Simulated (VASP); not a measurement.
Wanted: the native input for a VASP 6.6.1 run.

| Quantity | Value |
| --- | --- |
| Task | single point |
| Functional | BLYP |
| Potentials or basis | VASP PAW PBE potentials, release 64 (Ni_sv_GW, Mo_sv, Pd_sv_GW, Ir_sv_GW, W_sv) |
| Cutoff | 690 eV |
| k mesh | 8 × 8 × 2 |
| Occupations | fermi-dirac, width 0.05 eV |
| Spin | collinear spin, ferromagnetic start |
| Starting moments | [1.0, 1.0, 0.0, 0.6, 0.0] μB |
| Dipole correction | no |
| Further INCAR settings | ALGO = Normal; EDIFF = 1e-06; NBANDS = 52 |

The structure of NiMoIrPdW lies in POSCAR:

```
NiMoIrPdW
1.0
    2.3853937930     -1.4502612176      0.0155680619
    2.3853937930      1.4502612176      0.0155680619
   -2.2146795658      0.0000000000     11.0839363568
Ni Mo Pd Ir W
1 1 1 1 1
Direct
    0.4968902557      0.4968902557      0.2943111477
    0.3214288139      0.3214288139      0.9119895929
    0.2479394178      0.2479394178      0.4913500707
    0.7505314266      0.7505314266      0.1076793834
    0.6832000860      0.6832000860      0.6946798052
```

These files were run (other wordings do the same):

INCAR

```
SYSTEM = NiMoIrPdW
PREC = Accurate
ENCUT = 690
EDIFF = 1E-6
ISMEAR = -1
SIGMA = 0.05
LREAL = .FALSE.
LASPH = .TRUE.
NELM = 200
ALGO = Normal
ISIF = 2
LWAVE = .FALSE.
LCHARG = .FALSE.
ISPIN = 2
MAGMOM = 1 1 0 0.6 0
LORBIT = 11
LMAXMIX = 4
GGA = B5
ALDAX = 1.0
AGGAX = 1.0
AGGAC = 1.0
ALDAC = 0.0
NBANDS = 52
GGA_COMPAT = .FALSE.
```

KPOINTS

```
Automatic mesh
0
G
  8 8 2
  0 0 0
```

Potentials or basis: VASP PAW PBE potentials, release 64 (Ni_sv_GW, Mo_sv, Pd_sv_GW, Ir_sv_GW, W_sv).

Command:

```console
$ cat potpaw_PBE.64/Ni_sv_GW/POTCAR potpaw_PBE.64/Mo_sv/POTCAR potpaw_PBE.64/Pd_sv_GW/POTCAR potpaw_PBE.64/Ir_sv_GW/POTCAR potpaw_PBE.64/W_sv/POTCAR > POTCAR
$ mpirun -np 1 vasp_std > vasp.out
```

Results of the run:

```json
{
  "Pressure": "1.7 GPa",
  "Largest force": "0.034 eV/Å",
  "Net moment": "0.00 μB per cell",
  "Valence electrons inside the program's atomic spheres": "Ni 16.28; Mo 12.49; Pd 15.70; Ir 16.72; W 12.00"
}
```

Caveat: the moments typed at the start vanished in this run; the PAW data sets were made with another functional, which shifts forces and pressure a little.

Wall time 18 min on 1 thread of Intel(R) Xeon(R) 6975P-C (Granite Rapids), with other jobs on the host, peak memory 0.65 GiB.
